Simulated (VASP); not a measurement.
The system is Na.

```
CELL_PARAMETERS angstrom
3.76700 0.00000 0.00000
-1.88350 3.26232 0.00000
0.00000 0.00000 6.15400
ATOMIC_POSITIONS crystal
Na 0.33333 0.66667 0.25000
Na 0.66667 0.33333 0.75000
```

This isn't the form of Na at room conditions, which is bcc.

| Quantity | Value |
| --- | --- |
| Program | VASP 6.6.1 |
| Task | relaxation of cell and atoms |
| Functional | LDA |
| Potentials or basis | VASP PAW LDA potentials, release 64 (Na_pv) |
| Cutoff | 600 eV |
| k mesh | 14 × 14 × 8 |
| Occupations | fermi-dirac, width 0.1 eV |
| Spin | no spin polarisation |

At the start: pressure -0.9 GPa; volume 37.81 Å³/atom.

Task: How do energy, volume and symmetry change on relaxing?

Result: Over 5 steps the energy falls by 14.0 meV/atom and the volume is 33.27 Å³/atom (-12.0 %); space group P6_3/mmc (No. 194, to 0.1 Å) before and after.

Step by step:
```csv
step,energy change (eV),largest force (eV/Å),pressure (GPa),volume (Å³)
1,0.0000,0.0000,-0.91,75.63
2,-0.0118,0.0000,-0.73,73.31
3,-0.0279,0.0000,-0.03,66.63
4,-0.0279,0.0000,0.05,66.38
5,-0.0279,0.0000,0.01,66.53
```

Final structure:
```cif
data_structure
_symmetry_space_group_name_H-M 'P 1'
_symmetry_Int_Tables_number 1
_cell_length_a 3.6099
_cell_length_b 3.6099
_cell_length_c 5.8952
_cell_angle_alpha 90.000
_cell_angle_beta 90.000
_cell_angle_gamma 120.000
_cell_volume 66.53
loop_
_atom_site_label
_atom_site_type_symbol
_atom_site_fract_x
_atom_site_fract_y
_atom_site_fract_z
_atom_site_occupancy
Na1 Na 0.33333 0.66667 0.25000 1
Na2 Na 0.66667 0.33333 0.75000 1
```
